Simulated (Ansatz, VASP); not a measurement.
# One calculation of C, two programs

The input INCAR:

```
  ALGO = Normal
  DIPOL = 0.5 0.5 0.500
  EDIFF = 1E-6
  ENCUT = 520
  GGA = PE
  IDIPOL = 3
  ISIF = 2
  ISMEAR = 0
  IVDW = 12
  LASPH = True
  LCHARG = False
  LDIPOL = True
  LREAL = False
  LWAVE = False
  NBANDS = 11
  NELM = 60
  PREC = Accurate
  SIGMA = 0.1
```

KPOINTS

```
k-points
0
Gamma
  21 21 1
```

Contents of POSCAR:

```
C
1.0
    2.2810000000      0.0000000000      0.0000000000
   -1.1405000000      1.9754039460      0.0000000000
    0.0000000000      0.0000000000     26.0024170307
C
2
Direct
    0.6666666667      0.3333333333      0.5137294929
    0.3333333333      0.6666666667      0.4862705071
```

Input for Ansatz:

```yaml
crystal:
  lattice:
    - [2.281, 0.0, 0.0]
    - [-1.1405, 1.975403946, 0.0]
    - [0.0, 0.0, 26.0024170307]
  atoms:
    - { symbol: C, position: [0.6666666667, 0.3333333333, 0.5137294929] }
    - { symbol: C, position: [0.3333333333, 0.6666666667, 0.4862705071] }
  periodic: [true, true, false]
basis:
  ecutwfc: 420
kpoints:
  mp_grid: { grid: [21, 21, 1] }
hamiltonian:
  xc: pbe
  pseudopotentials: { kind: paw, azcp: { folder: soft_1 } }
  dispersion: d3bj
scf:
  occupations: { method: gaussian, width: 0.1 }
output:
  forces: true
  stress: true
  eigenvalues: true
```

Alike in both runs: task single point; functional PBE; dispersion D3(BJ); k mesh 21 × 21 × 1; occupations gaussian, width 0.1 eV; no spin polarisation.

|  | VASP | Ansatz |
| --- | --- | --- |
| version | VASP 6.6.1 | Ansatz 0.2.0 |
| potentials or method | VASP PAW PBE potentials, release 64 (C), cutoff 520 eV | scalar-relativistic, plane waves, PAW |
| valence electrons in the cell | 8 | 8 |

```tsv
	VASP	Ansatz	Ansatz less VASP
gap on the k mesh at the Fermi level (eV)	none	none	-
rms of the force components (eV/Å)	5.218	5.252	+0.0344
```

Atom by atom the forces differ by 0.034 eV/Å (rms over components). A gap of «none» marks a metal or a gap that the smearing closes.
